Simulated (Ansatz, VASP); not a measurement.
# NaH: VASP beside Ansatz

```
Na H
1.0
     0.00000    2.38642    2.38642
     2.38642    0.00000    2.38642
     2.38642    2.38642    0.00000
Na H
1 1
Cartesian
  0.0000 0.0000 0.0000
  2.4076 2.4076 2.3864
```

Alike in both runs: task single point; functional PBEsol; k mesh 11 × 11 × 11; occupations fermi-dirac, width 0.02 eV; no spin polarisation.

|  | VASP | Ansatz |
| --- | --- | --- |
| version | VASP 6.6.1 | Ansatz 0.2.0 |
| potentials or method | VASP PAW PBE potentials, release 64 (Na_pv, H), cutoff 520 eV | all-electron LAPW, scalar-relativistic |

```tsv
	VASP	Ansatz	Ansatz less VASP
gap on the k mesh at the Fermi level (eV)	3.83	3.83	+0.002
pressure (GPa)	0.3	0.3	+0.01
rms of the force components (eV/Å)	0.018	0.017	-0.0002
```

VASP's potentials were made for PBE, not for PBEsol. Atom by atom the forces differ by 0.000 eV/Å (rms over components). Ansatz ran all-electron here, and VASP with PAW potentials.
